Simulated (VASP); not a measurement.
# BAs (F-43m) in VASP: vibrations by perturbation theory with PBE

Aim: the vibrations by perturbation theory of BAs with PBE.

All numbers are computed with VASP 6.6.1; they aren't measurements. Logs are shortened: lines on timing, memory, paths and dates and some standing lists are left out, and cuts for length are marked.

**1. The cell of the first run**

It takes space group F-43m (No. 216, cubic). The conventional cell has a = 4.777 Å, b = 4.777 Å, c = 4.777 Å, α = 90.00°, β = 90.00°, γ = 90.00°. Within 2.7 Å of B (site symmetry -43m) lie 4 As at 2.07 Å. Within 2.7 Å of As (site symmetry -43m) lie 4 B at 2.07 Å.

**2. Vibrations by perturbation theory, PBE**

The input, INCAR:

```
  PREC = Accurate
  ENCUT = 500
  EDIFF = 1E-8
  ISMEAR = 0
  SIGMA = 0.01
  LREAL = F
  LASPH = T
  NELM = 120
  ALGO = Normal
  ISIF = 2
  LWAVE = F
  LCHARG = F
  GGA = PE
  IBRION = 8
  NSW = 1
  GGA_COMPAT = F
```

The input, KPOINTS:

```
Automatic mesh
0
Gamma
  6 6 6
```

The input, POSCAR:

```
BAs
1.0
    0.0000000000      2.3885000000      2.3885000000
    2.3885000000      0.0000000000      2.3885000000
    2.3885000000      2.3885000000      0.0000000000
B As
1 1
Direct
    0.0000000000      0.0000000000      0.0000000000
    0.2500000000      0.2500000000      0.2500000000
```

Potentials or basis: VASP PAW PBE potentials, release 64 (B, As).

Launch:

```console
$ cat potpaw_PBE.64/B/POTCAR potpaw_PBE.64/As/POTCAR > POTCAR
$ mpirun -np 1 vasp_std > vasp.out
```

OUTCAR:

```text
PREC = Accurate
   ENCUT = 500
   EDIFF = 1E-8
   ISMEAR = 0
   LREAL = F
   LASPH = T
   NELM = 120
   ISIF = 2
   GGA = PE
   IBRION = 8
   NSW = 1

 ion  position               nearest neighbor table
   1  0.000  0.000  0.000-   2 2.07   2 2.07   2 2.07   2 2.07
   2  0.250  0.250  0.250-   1 2.07   1 2.07   1 2.07   1 2.07

  LATTYP: Found a face centered cubic cell.
 ALAT       =     4.7770000000

  Lattice vectors:

 A1 = (   0.0000000000,   2.3885000000,   2.3885000000)
 A2 = (   2.3885000000,   0.0000000000,   2.3885000000)
 A3 = (   2.3885000000,   2.3885000000,   0.0000000000)

Analysis of symmetry for initial positions (statically):
=====================================================================
 Subroutine PRICEL returns:
 Original cell was already a primitive cell.

 Routine SETGRP: Setting up the symmetry group for a
 face centered cubic supercell.

 Subroutine GETGRP returns: Found 24 space group operations
 (whereof 24 operations were pure point group operations)
 out of a pool of 48 trial point group operations.

The static configuration has the point symmetry T_d .

Analysis of symmetry for dynamics (positions and initial velocities):
=====================================================================
 Subroutine PRICEL returns:
 Original cell was already a primitive cell.

 Routine SETGRP: Setting up the symmetry group for a
 face centered cubic supercell.

 Subroutine GETGRP returns: Found 24 space group operations
 (whereof 24 operations were pure point group operations)
 out of a pool of 48 trial point group operations.

The dynamic configuration has the point symmetry T_d .

 Subroutine INISYM returns: Found 24 space group operations
 (whereof 24 operations are pure point group operations),
 and found     1 'primitive' translations

----------------------------------------------------------------------------------------

                                     Primitive cell

  volume of cell :      27.2525

  direct lattice vectors                    reciprocal lattice vectors
     0.000000000  2.388500000  2.388500000    -0.209336404  0.209336404  0.209336404
     2.388500000  0.000000000  2.388500000     0.209336404 -0.209336404  0.209336404
     2.388500000  2.388500000  0.000000000     0.209336404  0.209336404 -0.209336404

  length of vectors
     3.377849094  3.377849094  3.377849094     0.362581287  0.362581287  0.362581287

  position of ions in fractional coordinates (direct lattice)
     0.000000000  0.000000000  0.000000000
     0.250000000  0.250000000  0.250000000

  ion indices of the primitive-cell ions
   primitive index   ion index
                 1           1
                 2           2

----------------------------------------------------------------------------------------

 KPOINTS: Automatic mesh

Automatic generation of k-mesh.
 Grid dimensions read from file:
 generate k-points for:    6    6    6

 Generating k-lattice:

  Cartesian coordinates                     Fractional coordinates (reciprocal lattice)
    -0.034889401  0.034889401  0.034889401     0.166666667  0.000000000  0.000000000
     0.034889401 -0.034889401  0.034889401     0.000000000  0.166666667  0.000000000
     0.034889401  0.034889401 -0.034889401     0.000000000  0.000000000  0.166666667

  Length of vectors
     0.060430214  0.060430214  0.060430214

  Shift w.r.t. Gamma in fractional coordinates (k-lattice)
     0.000000000  0.000000000  0.000000000

 Subroutine IBZKPT returns following result:
 ===========================================

 Found     16 irreducible k-points:

 Following reciprocal coordinates:
            Coordinates               Weight
  0.000000  0.000000  0.000000      1.000000
  0.166667  0.000000  0.000000      8.000000
  0.333333  0.000000  0.000000      8.000000
  0.500000  0.000000  0.000000      4.000000
  0.166667  0.166667  0.000000      6.000000
  0.333333  0.166667  0.000000     24.000000
[... 8 lines left out ...]
 -0.333333  0.333333  0.166667     24.000000
 -0.333333  0.500000  0.166667     12.000000
   k-points           NKPTS =     16   k-points in BZ     NKDIM =     16   number of bands    NBANDS=      8
   number of dos      NEDOS =    301   number of ions     NIONS =      2
   total plane-waves  NPLWV =  21952
   dimension x,y,z NGX =    28 NGY =   28 NGZ =   28
   dimension x,y,z NGXF=    56 NGYF=   56 NGZF=   56
   ions per type =               1   1
   NGX,Y,Z   is equivalent  to a cutoff of  13.78, 13.78, 13.78 a.u.
   NGXF,Y,Z  is equivalent  to a cutoff of  27.56, 27.56, 27.56 a.u.
 SYSTEM =  unknown system
   PREC   = accura    normal or accurate (medium, high low for compatibility)
   ISTART =      0    job   : 0-new  1-cont  2-samecut
   ICHARG =      2    charge: 1-file 2-atom 10-const
   ISPIN  =      1    spin polarized calculation?
   LNONCOLLINEAR =      F non collinear calculations
   LSORBIT =      F    spin-orbit coupling
   LASPH  =      T    aspherical Exc in radial PAW
   ENCUT  =  500.0 eV  36.75 Ry    6.06 a.u.   6.16  6.16  6.16*2*pi/ulx,y,z
   NELM   =    120;   NELMIN=  2; NELMDL= -5     # of ELM steps
   EDIFF  = 0.1E-07   stopping-criterion for ELM
   LREAL  =      F    real-space projection
   EDIFFG = 0.1E-06   stopping-criterion for IOM
   NSW    =      1    number of steps for IOM
   IBRION =      8    ionic relax: 0-MD 1-quasi-New 2-CG
   NFREE  =      0    steps in history (QN), initial steepest desc. (CG)
   ISIF   =      2    stress and relaxation
   ISYM   =      2    0-nonsym 1-usesym 2-fastsym
   POTIM  = 0.5000    time-step for ionic-motion
   TEBEG  =    0.0;   TEEND  =   0.0 temperature during run
   PSTRESS=    0.0 pullay stress
   NELECT =       8.0000    total number of electrons
   NUPDOWN=      -1.0000    fix difference up-down
   EMIN   =  10.00;   EMAX   =-10.00  energy-range for DOS
   EFERMI =   0.00;   METHOD = LEGACY
   ISMEAR =     0;   SIGMA  =   0.01  broadening in eV -4-tet -1-fermi 0-gaus
   EFERMI_NEDOS =   21; number of points for ismear=-14 and -15
   IALGO  =     38    algorithm
   IMIX   =      4    mixing-type and parameters
     AMIX     =   0.40;   BMIX     =  1.00
     AMIX_MAG =   1.60;   BMIX_MAG =  1.00
  volume/ion in A,a.u.               =      13.63        91.95
  Fermi-wavevector in a.u.,A,eV,Ry     =   1.088018  2.056057 16.106360  1.183784
  Thomas-Fermi vector in A             =   2.224191
   LORBIT       =      0    0 simple, 1 ext, 2 COOP (PROOUT), +10 PAW based schemes
   GGA     = PE    functional components
   LHFCALC =     F    Hartree Fock is set to
   AEXX    =    0.0000 exact exchange contribution
   IVDW    =     0    specifies the selected vdW correction
   LEPSILON=     F    determine dielectric tensor
   LRPA    =     F    only Hartree local field effects (RPA)
 non-spin polarized calculation
 Gauss-broadening in eV      SIGMA  =   0.01
  energy-cutoff  :      500.00
  volume of cell :       27.25
 maximum number of plane-waves:       701
 NGX is ok and might be reduce to    28
   NGX = 13   NGY = 13   NGZ = 13

--------------------------------------- Ionic step        1  -------------------------------------------

 number of electron       8.0000000 magnetization

 Free energy of the ion-electron system (eV)
  ---------------------------------------------------
  ext. energy  EPLUGINS =         0.00000000
  ---------------------------------------------------
  free energy    TOTEN  =       -11.38737046 eV

  energy without entropy =      -11.38737046  energy(sigma->0) =      -11.38737046

 E-fermi :   6.2000     XC(G=0): -10.5810

 val. band max:        6.1324425236   @ k =   0.0000   0.0000   0.0000
 cond. band min:       7.4050128195   @ k =   0.3333   0.3333   0.0000
 fundamental gap:      1.2725702960
 Fermi energy:         6.1999574557

 k-point     1 :       0.0000    0.0000    0.0000
  band No.  band energies     occupation
      1      -9.2707      2.00000
      2       6.1324      2.00000
      3       6.1324      2.00000
      4       6.1324      2.00000
      5       9.4063      0.00000
      6       9.4063      0.00000
      7       9.4063      0.00000
      8      10.8197      0.00000
[... 155 lines left out ...]
 k-point    16 :      -0.3333    0.5000    0.1667
  band No.  band energies     occupation
      1      -4.9618      2.00000
      2      -2.0764      2.00000
      3       0.9764      2.00000
      4       1.1717      2.00000
      5       9.9022      0.00000
      6      10.1191      0.00000
      7      14.7768      0.00000
      8      15.0217      0.00000

------------------------ aborting loop because EDIFF is reached ----------------------------------------

  FORCE on cell =-STRESS in cart. coord.  units (eV):
  Direction    XX          YY          ZZ          XY          YZ          ZX
  --------------------------------------------------------------------------------------
  -------------------------------------------------------------------------------------
  Total        0.5908114      0.5908114      0.5908114      0.0000000      0.0000000     -0.0000000
  in kB       34.7339107     34.7339107     34.7339107      0.0000000      0.0000000     -0.0000000
  external PRESSURE =      34.7339107 kB  Pullay stress =       0.0000000 kB

 VOLUME and BASIS-vectors are now :
 -----------------------------------------------------------------------------
  energy-cutoff  :      500.00
  volume of cell :       27.25
      direct lattice vectors                 reciprocal lattice vectors
     0.000000000  2.388500000  2.388500000    -0.209336404  0.209336404  0.209336404
     2.388500000  0.000000000  2.388500000     0.209336404 -0.209336404  0.209336404
     2.388500000  2.388500000  0.000000000     0.209336404  0.209336404 -0.209336404

 POSITION                                       TOTAL-FORCE (eV/Angst)
 -----------------------------------------------------------------------------------
      0.00000      0.00000      0.00000        -0.000000     -0.000000     -0.000000
      1.19425      1.19425      1.19425         0.000000      0.000000      0.000000
 -----------------------------------------------------------------------------------
    total drift:                               -0.000000     -0.000000     -0.000000

  FREE ENERGIE OF THE ION-ELECTRON SYSTEM (eV)
  ---------------------------------------------------
  free  energy   TOTEN  =       -11.3873704576 eV

  energy  without entropy=      -11.3873704576  energy(sigma->0) =      -11.38737046

[... ionic steps 2 to 3 ...]

--------------------------------------- Ionic step        4  -------------------------------------------

------------------------ aborting loop because EDIFF is reached ----------------------------------------

[... ionic steps 5 to 6 ...]

--------------------------------------- Ionic step        7  -------------------------------------------

 Free energy of the ion-electron system (eV)
  ---------------------------------------------------
  ---------------------------------------------------
  free energy    TOTEN  =        -0.03666412 eV

  energy without entropy =       -0.03666412

------------------------ aborting loop because EDIFF is reached ----------------------------------------

 INTERNAL STRAIN TENSOR  FOR ION    2  DIRECTION 1   (eV/Angst):
 -----------------------------------------------------------------------------
     0.00652  0.00000  0.00000
     0.00000  0.00014 -7.09419
     0.00000 -7.09419  0.00014

 INTERNAL STRAIN TENSOR FOR ION    2 for displacements in x,y,z  (eV/Angst):
          X           Y           Z          XY          YZ          ZX
  --------------------------------------------------------------------------------
  x     0.00000     0.00000     0.00000     0.00000    -7.09419     0.00000
  y    -0.00000     0.00000    -0.00000     0.00000     0.00000    -7.09419
  z     0.00000     0.00000     0.00000    -7.09419     0.00000     0.00000

 SECOND DERIVATIVES (NOT SYMMETRIZED)
 ------------------------------------
               1X          1Y          1Z          2X          2Y          2Z
  1X   -16.932658    0.000000    0.000000   16.932658    0.000000    0.000000
  1Y     0.000000  -16.932658    0.000000    0.000000   16.932658    0.000000
  1Z     0.000000    0.000000  -16.932658    0.000000    0.000000   16.932658
  2X    16.939266    0.000000    0.000000  -16.939266   -0.000000   -0.000000
  2Y     0.000000   16.939266    0.000000   -0.000000  -16.939266   -0.000000
  2Z     0.000000    0.000000   16.939266   -0.000000   -0.000000  -16.939266

 Eigenvectors and eigenvalues of the dynamical matrix
 ----------------------------------------------------

   1 f  =   20.929573 THz   131.504387 2PiTHz  698.135416 cm-1    86.557721 meV
             X         Y         Z           dx          dy          dz
      0.000000  0.000000  0.000000     0.000000    0.934803    0.000000
      1.194250  1.194250  1.194250     0.000000   -0.355167    0.000000
[... 21 lines left out ...]
   6 f/i=    0.001356 THz     0.008519 2PiTHz    0.045225 cm-1     0.005607 meV
             X         Y         Z           dx          dy          dz
      0.000000  0.000000  0.000000    -0.347827    0.071232    0.009273
      1.194250  1.194250  1.194250    -0.915484    0.187483    0.024406

--------------------------------------------------------------------------------------------------------

 ELASTIC MODULI CONTR FROM IONIC RELAXATION (kBar)
 Direction    XX          YY          ZZ          XY          YZ          ZX
 --------------------------------------------------------------------------------
 XX          -0.0000     -0.0000     -0.0000      0.0000     -0.0000     -0.0000
 YY          -0.0000     -0.0000     -0.0000      0.0000      0.0000      0.0000
 ZZ          -0.0000     -0.0000     -0.0000      0.0000      0.0000     -0.0000
 XY           0.0000      0.0000      0.0000   -183.4448      0.0000      0.0000
 YZ          -0.0000      0.0000      0.0000      0.0000   -183.4448      0.0000
 ZX          -0.0000      0.0000     -0.0000      0.0000      0.0000   -183.4448
 --------------------------------------------------------------------------------
```

Run time: 50 s. Hardware: 1 thread of Intel Xeon Platinum 8259CL at 2.50GHz (Skylake/Cascade Lake), shared host; peak memory 0.19 GiB.

What came out:

| Quantity | Value |
| --- | --- |
| Highest phonon frequency at Γ, LO-TO splitting left out | 698 cm⁻¹ |

Phonon frequencies in cm⁻¹ (negative: imaginary):
| q point | frequencies |
| --- | --- |
| (0.000, 0.000, 0.000) | 0 0 0 698 698 698 |

Caveat: the k points lie up to 0.38 Å⁻¹ apart; the cell stands under pressure or tension, which shifts response properties.
